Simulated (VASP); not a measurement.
# Hf31CuO63 (a cell with a defect) in VASP: single point with PBE

Aim: the single point of Hf31CuO63 (a cell with a defect) with PBE.

Program: VASP 6.6.1. These are calculated values, not measurements. Logs are shortened: lines on timing, memory, paths and dates and some standing lists are left out, and cuts for length are marked.

## (1) The cell of the first run

The cell holds a defect, 95 atoms: a = 10.323 Å, b = 10.425 Å, c = 10.705 Å, α = 90.00°, β = 99.66°, γ = 90.00°.

## (2) Single point, PBE

Contents of INCAR:

```
ALGO = Normal
EDIFF = 1E-6
ENCUT = 520
GGA = PE
GGA_COMPAT = False
ISIF = 2
ISMEAR = -1
LASPH = True
LCHARG = False
LREAL = Auto
LWAVE = False
NBANDS = 402
NELECT = 698.0
NELM = 120
PREC = Accurate
SIGMA = 0.01
```

Contents of KPOINTS:

```
k-points
0
Gamma
  1 1 1
```

Contents of POSCAR:

```
Hf31CuO63
1.0
   10.3232443365      0.0000000000     -0.0100672117
    0.0000000000     10.4249879531      0.0000000000
   -1.7858212373      0.0000000000     10.5551946600
Hf O Cu
31 63 1
Direct
    0.1388948512      0.2276373538      0.3526087411
    0.3633474580      0.4773346522      0.3970092331
    0.3620080864      0.2717898464      0.1441434915
    0.1405321299      0.0208516785      0.1039676273
    0.1359287472      0.2315799448      0.8527800766
    0.3632301022      0.4799416273      0.8947127709
    0.3624517902      0.2708496982      0.6468138273
    0.1305850849      0.0264277742      0.6026806280
    0.1382851667      0.7266514787      0.3542260140
    0.3622886910      0.9766084138      0.3948188217
    0.3640271057      0.7688019910      0.1463235056
    0.1364580535      0.5192630103      0.1036218105
    0.1347598293      0.7281719925      0.8565944370
    0.3642811364      0.9780587496      0.8948840277
    0.3418638237      0.7805471944      0.6421077213
    0.1362766568      0.5218480546      0.6046961251
    0.6380406764      0.2227524725      0.3517859036
    0.8635832991      0.4745030393      0.3949868506
    0.8651241669      0.2724776367      0.1423126068
    0.6396951790      0.0216329351      0.1062972847
    0.6362503504      0.2289367510      0.8525649790
    0.8566100198      0.4834175517      0.8885025906
    0.8582766732      0.2739129073      0.6401925101
    0.6364618326      0.0195531313      0.6057163939
    0.6396806641      0.7250868032      0.3597750924
    0.8612329370      0.9763329418      0.3992648310
    0.8661381183      0.7729042198      0.1517296581
    0.6379250497      0.5194091482      0.1049017834
    0.6468691633      0.7377529036      0.8714625741
    0.8651600459      0.9832197169      0.8963996249
    0.8562378009      0.7657683794      0.6503574216
    0.2307392351      0.3725370858      0.4885639072
    0.2770149039      0.1202235695      0.2609947388
    0.2782691198      0.1270028785      0.0097817192
    0.2253326910      0.3768035623      0.2374649765
    0.0356174103      0.1629696478      0.1740009596
    0.4669688736      0.4123860657      0.0713561159
    0.4706777718      0.3403369839      0.3240765707
    0.0300442414      0.0880576040      0.4245549540
    0.2238743771      0.3715646700      0.9874317981
    0.2749814361      0.1234663541      0.7611567958
    0.2743433283      0.1281381583      0.5111153049
    0.2248102692      0.3808297497      0.7383970367
    0.0314265772      0.1665880736      0.6752655889
    0.4682988478      0.4201087013      0.5797404848
    0.4653329752      0.3345208096      0.8250879407
    0.0344038888      0.0886958478      0.9250355926
    0.2199557095      0.8743537892      0.4881251291
    0.2772437835      0.6194051810      0.2640782194
    0.2741490595      0.6272021282      0.0121302859
    0.2270910026      0.8768475743      0.2379222989
    0.0345648182      0.6624220639      0.1768577225
    0.4718013466      0.9054402969      0.0691791839
    0.4684916910      0.8345782818      0.3239734479
    0.0340339528      0.5870139826      0.4266365933
    0.2269461865      0.8713991059      0.9870235397
    0.2763034975      0.6257322071      0.7607614748
    0.2758214770      0.6318582949      0.5140366199
    0.2209167975      0.8827800607      0.7372608611
    0.0305899179      0.6620324951      0.6774229468
    0.4678634147      0.9013785771      0.5723035789
    0.4673768184      0.8280211714      0.8119020609
    0.0305041718      0.5883920892      0.9254408071
    0.7368924827      0.3547612685      0.4749700866
    0.7757008676      0.1195799497      0.2616058913
    0.7747363063      0.1293762391      0.0119647782
    0.7261556880      0.3770609414      0.2304010385
    0.5307530782      0.1608013324      0.1725540826
    0.9650079235      0.4144283045      0.0702356709
    0.9707106128      0.3375950463      0.3206153486
    0.5315579923      0.0835389229      0.4252870262
    0.7238519451      0.3736756108      0.9791855631
    0.7745633113      0.1263123832      0.7616168334
    0.7732744091      0.1185840843      0.5135507058
    0.7235476072      0.3916694137      0.7217342707
    0.5313748613      0.1619859364      0.6732326400
    0.9715943796      0.4105721030      0.5726606696
    0.9615115896      0.3394909029      0.8220109657
    0.5356826582      0.0830048506      0.9226763575
    0.7254067693      0.8625695779      0.4930447455
    0.7761137601      0.6215054613      0.2688365316
    0.7748348851      0.6305045805      0.0209444891
    0.7243165528      0.8771628530      0.2426907930
    0.5316050492      0.6545847587      0.1826804747
    0.9692603204      0.9140245478      0.0757364077
    0.9691928063      0.8365702324      0.3272513679
    0.5303498759      0.5961272738      0.4484720586
    0.7297520062      0.8746058837      0.9952347020
    0.7665677426      0.6389115959      0.7741529103
    0.7697606466      0.6128277009      0.5206311141
    0.7214560709      0.8826843118      0.7431932917
    0.9646935820      0.9119827301      0.5776638808
    0.9659028228      0.8381354697      0.8259969729
    0.5336640123      0.5894237980      0.9203668746
    0.6300160195      0.5007719828      0.5790949375
```

Potentials or basis: VASP PAW PBE potentials, release 64 (Hf_pv, O, Cu).

Launch:

```
$ cat potpaw_PBE.64/Hf_pv/POTCAR potpaw_PBE.64/O/POTCAR potpaw_PBE.64/Cu/POTCAR > POTCAR
$ mpirun -np 1 vasp_gam > vasp.out
```

OUTCAR:

```text
EDIFF = 1E-6
   ENCUT = 520
   GGA = PE
   ISIF = 2
   ISMEAR = -1
   LASPH = True
   LREAL = Auto
   NELECT = 698.0
   NELM = 120
   PREC = Accurate

 ion  position               nearest neighbor table
   1  0.139  0.228  0.353-  70 2.06  39 2.06  36 2.14  33 2.17  32 2.20  35 2.26  42 2.26  19 3.34
                             8 3.41   4 3.43   2 3.46  10 3.47   3 3.50   7 3.61
   2  0.363  0.477  0.397-  38 2.04  32 2.12  87 2.12  49 2.14  45 2.16  35 2.29  58 2.32  95 3.10
                             7 3.43   3 3.45   1 3.46   9 3.46  16 3.52  12 3.62
   3  0.362  0.272  0.144-  37 2.05  68 2.07  35 2.16  34 2.16  38 2.18  40 2.26  33 2.28  17 3.35
                             6 3.44   2 3.45   4 3.45  12 3.45   1 3.50   5 3.59
   4  0.141  0.021  0.104-  36 2.05  85 2.07  47 2.16  51 2.16  34 2.18  33 2.26  56 2.27  30 3.32
                             1 3.43   3 3.45   5 3.47  11 3.48  14 3.50  10 3.57
   5  0.136  0.232  0.853-  47 2.05  78 2.10  44 2.13  40 2.14  41 2.18  43 2.27  34 2.31  23 3.38
                             8 3.42   4 3.47   6 3.47   7 3.50  14 3.52   3 3.59
   6  0.363  0.480  0.895-  46 2.06  94 2.08  37 2.13  57 2.18  40 2.19  43 2.26  50 2.27  28 3.34
                             7 3.43   3 3.44   5 3.47  13 3.48  12 3.52  16 3.59
   7  0.362  0.271  0.647-  76 2.06  45 2.10  46 2.13  42 2.17  43 2.18  41 2.25  32 2.25  21 3.31
                             6 3.43   2 3.43   8 3.47  16 3.49   5 3.50   1 3.61
   8  0.131  0.026  0.603-  44 2.01  92 2.07  39 2.11  59 2.18  42 2.19  48 2.29  41 2.30  26 3.27
                            15 3.35   1 3.41   5 3.42   7 3.47  10 3.57  14 3.65
   9  0.138  0.727  0.354-  55 2.04  86 2.07  52 2.13  49 2.17  48 2.18  58 2.26  51 2.29  27 3.28
[... 25 lines left out ...]
  22  0.857  0.483  0.889-  78 2.05  63 2.08  72 2.14  89 2.15  69 2.20  75 2.27  82 2.34  12 3.40
                            29 3.41  23 3.44  21 3.47  19 3.49  28 3.52
  23  0.858  0.274  0.640-  77 2.05  44 2.09  75 2.15  64 2.16  78 2.17  74 2.20  73 2.28  95 3.33
                            18 3.36   5 3.38  22 3.44  24 3.48  21 3.52  17 3.55
  24  0.636  0.020  0.606-  76 2.04  61 2.11  74 2.12  91 2.13  71 2.16  73 2.29  80 2.31  10 3.34
                            21 3.43  17 3.45  31 3.47  23 3.48  26 3.49  30 3.60
  25  0.640  0.725  0.360-  87 2.08  54 2.08  80 2.11  81 2.13  84 2.16  83 2.28  90 2.32  95 3.33
                            11 3.37  26 3.46  18 3.47  28 3.47  27 3.52  31 3.54
  26  0.861  0.976  0.399-  86 2.06  39 2.08  92 2.13  65 2.18  80 2.20  74 2.21  83 2.25   8 3.27
                            27 3.40  17 3.43  25 3.46  31 3.48  24 3.49  20 3.59
  27  0.866  0.773  0.152-  85 2.06  52 2.07  86 2.11  82 2.15  83 2.18  88 2.26  81 2.31   9 3.28
                            26 3.40  29 3.46  20 3.47  30 3.50  28 3.52  25 3.52
  28  0.638  0.519  0.105-  84 2.05  37 2.07  67 2.10  82 2.14  94 2.21  72 2.30  81 2.33   6 3.34
                            29 3.39  19 3.46  25 3.47  22 3.52  27 3.52  18 3.59
  29  0.647  0.738  0.871-  89 2.03  88 2.04  94 2.06  62 2.08  82 2.20  91 2.26  30 3.39  28 3.39
                            22 3.41  27 3.46  31 3.48  15 3.68
  30  0.865  0.983  0.896-  47 2.04  93 2.05  85 2.16  73 2.17  88 2.20  66 2.26  91 2.27   4 3.32
                            29 3.39  21 3.46  31 3.46  27 3.50  20 3.52  24 3.60
  31  0.856  0.766  0.650-  60 2.08  92 2.12  93 2.16  89 2.18  90 2.20  91 2.21  80 2.22  13 3.34
                            30 3.46  24 3.47  29 3.48  26 3.48  25 3.54
[... 377 lines left out ...]
   EFERMI_NEDOS =   21; number of points for ismear=-14 and -15
   IALGO  =     38    algorithm
   IMIX   =      4    mixing-type and parameters
     AMIX     =   0.40;   BMIX     =  1.00
     AMIX_MAG =   1.60;   BMIX_MAG =  1.00
  volume/ion in A,a.u.               =      11.96        80.68
  Fermi-wavevector in a.u.,A,eV,Ry     =   1.391867  2.630248 26.358496  1.937295
  Thomas-Fermi vector in A             =   2.515665
   LORBIT       =      0    0 simple, 1 ext, 2 COOP (PROOUT), +10 PAW based schemes
   GGA     = PE    functional components
[... 5 lines left out ...]
 non-spin polarized calculation
  energy-cutoff  :      520.00
  volume of cell :     1135.76
 maximum number of plane-waves:     15281
 NGX is ok and might be reduce to    80
   NGX = 39   NGY = 39   NGZ = 39

 number of electron     698.0000029 magnetization

 Free energy of the ion-electron system (eV)
  ---------------------------------------------------
  ext. energy  EPLUGINS =         0.00000000
  ---------------------------------------------------
  free energy    TOTEN  =      -956.60481081 eV

  energy without entropy =     -956.60481081  energy(sigma->0) =     -956.60481081

 E-fermi :   3.1983     XC(G=0): -11.1957

 val. band max:        2.8579146451   @ k =   0.0000   0.0000   0.0000
 cond. band min:       3.6165353878   @ k =   0.0000   0.0000   0.0000
 fundamental gap:      0.7586207427
 Fermi energy:         3.1982958413

 k-point     1 :       0.0000    0.0000    0.0000
  band No.  band energies     occupation
      1     -27.0169      2.00000
      2     -26.9015      2.00000
      3     -26.8578      2.00000
      4     -26.8434      2.00000
      5     -26.8278      2.00000
      6     -26.8146      2.00000
[... 353 lines left out ...]
    360       7.5316      0.00000
    361       7.5846      0.00000
 [bands above 361 left out]

------------------------ aborting loop because EDIFF is reached ----------------------------------------

  FORCE on cell =-STRESS in cart. coord.  units (eV):
  Direction    XX          YY          ZZ          XY          YZ          ZX
  --------------------------------------------------------------------------------------
  -------------------------------------------------------------------------------------
  Total      -29.9908501    -34.0858326    -28.0338174     -1.1497370      5.3059424     -1.0842639
  in kB      -42.3070753    -48.0837283    -39.5463557     -1.6218950      7.4849130     -1.5295343
  external PRESSURE =     -43.3123864 kB  Pullay stress =       0.0000000 kB

 VOLUME and BASIS-vectors are now :
 -----------------------------------------------------------------------------
  energy-cutoff  :      520.00
  volume of cell :     1135.76
      direct lattice vectors                 reciprocal lattice vectors
    10.323244337  0.000000000 -0.010067212     0.096884757  0.000000000  0.016391821
     0.000000000 10.424987953  0.000000000     0.000000000  0.095923372  0.000000000
    -1.785821237  0.000000000 10.555194660     0.000092406  0.000000000  0.094755715

 POSITION                                       TOTAL-FORCE (eV/Angst)
 -----------------------------------------------------------------------------------
      0.80415      2.37312      3.72046        -0.066574     -0.009260     -0.065527
      3.04194      4.97621      4.18685         0.039589     -0.023394      0.080809
      3.47968      2.83341      1.51782         0.065040      0.021160      0.039799
      1.26508      0.21738      1.09598        -0.064711      0.014744     -0.061580
     -0.11969      2.41422      8.99989        -0.057404     -0.017565     -0.069546
      2.15192      5.00339      9.44021         0.066452     -0.034031      0.062754
[... 87 lines left out ...]
      3.86553      6.14474      9.70928         0.005973     -0.011830      0.041283
      5.46965      5.22054      6.10612         0.065669     -0.014088      0.044688
 -----------------------------------------------------------------------------------
    total drift:                               -0.017230      0.014063     -0.004063

  FREE ENERGIE OF THE ION-ELECTRON SYSTEM (eV)
  ---------------------------------------------------
  free  energy   TOTEN  =      -956.6048108109 eV

  energy  without entropy=     -956.6048108109  energy(sigma->0) =     -956.60481081
```

It took 59 min on 1 thread of Intel Xeon 8259CL, shared host; peak memory 1.1 GiB.

What came out:

```yaml
Free_energy: -956.6048 eV
Largest_force: 0.265 eV/Å
```

Forces on the atoms (eV/Å):
```
Hf  -0.067 -0.009 -0.066
Hf   0.040 -0.023  0.081
Hf   0.065  0.021  0.040
Hf  -0.065  0.015 -0.062
Hf  -0.057 -0.018 -0.070
Hf   0.066 -0.034  0.063
Hf   0.059  0.023  0.079
Hf  -0.064  0.013 -0.054
Hf  -0.065 -0.028 -0.051
Hf   0.068 -0.017  0.042
Hf   0.062  0.006  0.062
Hf  -0.066  0.019 -0.073
Hf  -0.078 -0.024 -0.053
Hf   0.041 -0.001  0.068
Hf  -0.062  0.085  0.024
Hf  -0.075  0.011 -0.055
Hf  -0.025  0.006 -0.040
Hf   0.040 -0.041  0.070
Hf   0.048  0.036  0.060
Hf  -0.039  0.003 -0.067
Hf  -0.066 -0.026 -0.042
Hf   0.042 -0.027  0.044
Hf   0.049  0.046  0.046
Hf  -0.030  0.025 -0.052
Hf  -0.038  0.005 -0.046
Hf   0.048 -0.013  0.071
Hf   0.041  0.009  0.039
Hf  -0.042  0.013 -0.048
Hf   0.036 -0.026  0.040
Hf   0.054 -0.034  0.053
Hf   0.039  0.019  0.079
O    0.058 -0.003 -0.018
O   -0.051 -0.005  0.012
O   -0.041 -0.001  0.022
O    0.047 -0.006 -0.016
O    0.020  0.006  0.035
O   -0.026  0.005 -0.031
O   -0.029 -0.015 -0.025
O    0.026 -0.012  0.049
O    0.038 -0.005 -0.008
O   -0.042  0.000  0.007
O   -0.052  0.007  0.005
O    0.038  0.006 -0.013
O    0.027 -0.010  0.034
O   -0.225 -0.110 -0.087
O   -0.007 -0.003 -0.045
O    0.009 -0.004  0.037
O    0.064 -0.030  0.015
O   -0.045  0.003  0.019
O   -0.041  0.009  0.013
O    0.047  0.009 -0.008
O    0.016  0.014  0.045
O   -0.028  0.020 -0.023
O   -0.026 -0.006 -0.032
O    0.027 -0.005  0.036
O    0.044  0.003 -0.009
O   -0.038  0.006 -0.006
O   -0.050  0.022  0.011
O    0.073 -0.006 -0.028
O    0.018  0.005  0.037
O   -0.042  0.022 -0.033
O   -0.023 -0.004 -0.033
O    0.027  0.002  0.034
O    0.093 -0.061 -0.058
O   -0.070 -0.013  0.014
O   -0.036  0.004  0.015
O    0.049  0.015 -0.028
O    0.024  0.006  0.043
O   -0.008 -0.007 -0.009
O   -0.015 -0.020 -0.033
O    0.008 -0.008  0.033
O    0.045 -0.005 -0.026
O   -0.048  0.003  0.014
O   -0.045 -0.024 -0.002
O    0.131 -0.102  0.091
O    0.016  0.002  0.034
O   -0.017  0.022 -0.039
O   -0.007 -0.002 -0.037
O   -0.002 -0.008  0.036
O    0.038 -0.023 -0.013
O   -0.052 -0.002  0.032
O   -0.071  0.030  0.007
O    0.060  0.002 -0.008
O    0.024  0.018  0.025
O   -0.003  0.013 -0.027
O   -0.023 -0.015 -0.047
O   -0.061  0.084 -0.164
O    0.029  0.001 -0.008
O    0.004  0.048  0.058
O    0.073  0.086 -0.076
O    0.037  0.014 -0.017
O   -0.006  0.025 -0.051
O   -0.008 -0.002 -0.022
O    0.006 -0.012  0.041
Cu   0.066 -0.014  0.045
```

Caveat: the k points lie up to 0.62 Å⁻¹ apart; the cell carries a net charge on a neutralising background, which shifts energy and pressure; the cell is charged against a uniform background, so pressure and absolute levels hang on convention; spin-orbit coupling is left out, which moves the levels of the heavy elements.
